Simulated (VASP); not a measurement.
A run of VASP 6.6.1 is set up as follows.

Contents of INCAR:

```
PREC = Accurate
ENCUT = 520
EDIFF = 1E-6
ISMEAR = 0
SIGMA = 0.15
LREAL = F
LASPH = T
NELM = 100
ALGO = Fast
ISIF = 2
LWAVE = F
LCHARG = T
GGA = PS
LELF = T
LVHAR = T
NBANDS = 11
```

The input KPOINTS:

```
regular mesh
0
Gamma
  14 14 14
```

POSCAR

```
Ba
1.0
    1.9097396056      4.2750351291      4.2750351291
    4.2750351291      1.9097396056      4.2750351291
    4.2750351291      4.2750351291      1.9097396056
Ba
1
Direct
    0.0000000000      0.0000000000      0.0000000000
```

Potentials or basis: VASP PAW PBE potentials, release 64 (Ba_sv).

Run with:

```console
$ cat potpaw_PBE.64/Ba_sv/POTCAR > POTCAR
$ mpirun -np 1 vasp_std > vasp.out
```

Q: Predict the pressure.

A: 4.3 GPa.

Q: What does it give for the band gap on the k mesh?

A: Zero (bands 5 and 6 overlap by 1.15 eV).

Stress tensor (GPa, compression positive):
```
 4.26 -3.41 -3.41
-3.41  4.26 -3.41
-3.41 -3.41  4.26
```

Caveat: the cell stands under pressure; the PAW data sets were made with another functional, which shifts forces and pressure a little; spin-orbit coupling is left out, which moves the levels of the heavy elements.
